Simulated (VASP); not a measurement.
Set up this calculation in VASP 6.6.1, as the native input.

* Task: single point
* Functional: PBE
* Potentials or basis: VASP PAW PBE potentials, release 64 (Al, Si, Cl)
* Cutoff: 520 eV
* k mesh: 8 × 8 × 6
* Occupations: fermi-dirac, width 0.05 eV
* Spin: no spin polarisation
* Dipole correction: no
* Further INCAR settings: ALGO = Normal; EDIFF = 1e-06; NBANDS = 17

The structure of AlSi2Cl lies in POSCAR:

```
AlSi2Cl
1.0
    3.7772977040      0.0000000000      0.0000000000
   -1.8886488520      3.2712357651      0.0000000000
    0.0000000000      0.0000000000      4.9563721431
Al Si Cl
1 2 1
Direct
    0.6666666700      0.3333333300      0.5000000000
    0.0000000000      0.0000000000      0.7468175900
    0.0000000000      0.0000000000      0.2531824100
    0.3333333300      0.6666666700      0.0000000000
```

This cell differs from its parent crystal: volume scaled by 0.98.

The input as run:

INCAR

```
SYSTEM = AlSi2Cl
PREC = Accurate
ENCUT = 520
EDIFF = 1E-6
ISMEAR = -1
SIGMA = 0.05
LREAL = .FALSE.
LASPH = .TRUE.
NELM = 60
ALGO = Normal
ISIF = 2
LWAVE = .FALSE.
LCHARG = .FALSE.
GGA = PE
NBANDS = 17
```

KPOINTS

```
regular mesh
0
G
  8 8 6
  0 0 0
```

Potentials or basis: VASP PAW PBE potentials, release 64 (Al, Si, Cl).

Launch:

```console
$ cat potpaw_PBE.64/Al/POTCAR potpaw_PBE.64/Si/POTCAR potpaw_PBE.64/Cl/POTCAR > POTCAR
$ mpirun -np 1 vasp_std > vasp.out
```

It gave:

```
Pressure               : 24.1 GPa
Largest force          : 0.857 eV/Å
Band gap on the k mesh : zero (band 9 reaches 8.96 eV, above the bottom of band 10 at 8.13 eV)
```

Wall time 16 s on 1 thread of Intel(R) Xeon(R) 6975P-C (Granite Rapids), on a shared host, peak memory 0.19 GiB.
